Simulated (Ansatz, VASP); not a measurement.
**One calculation of Ga3Se, two programs**

The input INCAR:

```
ALGO     = Normal         # electronic algorithm
EDIFF    = 1E-6           # SCF threshold, eV
ENCUT    = 520            # plane-wave cutoff, eV
GGA      = PE             # functional
ISIF     = 2              # what is computed and relaxed
ISMEAR   = 0              # smearing method
IVDW     = 12             # dispersion correction
LASPH    = True           # aspherical terms in the spheres
LCHARG   = False          # write CHGCAR
LREAL    = False          # projectors in reciprocal space
LWAVE    = False          # write WAVECAR
NBANDS   = 30             # bands
NELM     = 60             # most SCF steps
PREC     = Accurate       # precision mode
SIGMA    = 0.15           # smearing width, eV
```

The input KPOINTS:

```
k-points
0
Gamma
  12 12 12
```

POSCAR

```
Ga3Se
1.0
    4.3236103161     -0.1297083095      0.0000000000
   -0.1297083095      4.3236103161      0.0000000000
    0.0000000000      0.0000000000      4.3236103161
Ga Se
3 1
Direct
    0.0000000000      0.5000000000      0.5000000000
    0.5000000000      0.0000000000      0.5000000000
    0.5000000000      0.5000000000      0.0000000000
    0.0000000000      0.0000000000      0.0000000000
```

Input for Ansatz:

```yaml
crystal:
  lattice:
    - [4.3236103161, -0.1297083095, 0.0]
    - [-0.1297083095, 4.3236103161, 0.0]
    - [0.0, 0.0, 4.3236103161]
  atoms:
    - { symbol: Ga, position: [0.0, 0.5, 0.5] }
    - { symbol: Ga, position: [0.5, 0.0, 0.5] }
    - { symbol: Ga, position: [0.5, 0.5, 0.0] }
    - { symbol: Se, position: [0.0, 0.0, 0.0] }
basis:
  ecutwfc: 420
kpoints:
  mp_grid: { grid: [12, 12, 12] }
hamiltonian:
  xc: pbe
  dispersion: d3bj
scf:
  occupations: { method: gaussian, width: 0.15 }
output:
  forces: true
  stress: true
  eigenvalues: true
```

Change from the starting cell: strain -0.0600 x Voigt [0, 0, 0, 0, 0, 1], atoms carried along.

Alike in both runs: task single point; functional PBE; dispersion D3(BJ); k mesh 12 × 12 × 12; occupations gaussian, width 0.15 eV; no spin polarisation.

```csv
,VASP,Ansatz
version,VASP 6.6.1,Ansatz 0.2.0
potentials or method,"VASP PAW PBE potentials, release 64 (Ga_d, Se), cutoff 520 eV","scalar-relativistic, plane waves, PAW"
valence electrons in the cell,45,55
```

VASP gave:

* gap on the k mesh at the Fermi level (eV): none
* pressure (GPa): 0.1
* traceless stress, the component that is largest in VASP (GPa): 0.61

Task: What did Ansatz give for the same quantities?

Result: gap on the k mesh at the Fermi level (eV): none; pressure (GPa): 0.1; traceless stress, the component that is largest in VASP (GPa): 0.60.

A gap of «none» marks a metal or a gap that the smearing closes. VASP's potentials hold 45 valence electrons a cell and Ansatz's 55, so a difference there can come from the potentials and not from the codes.
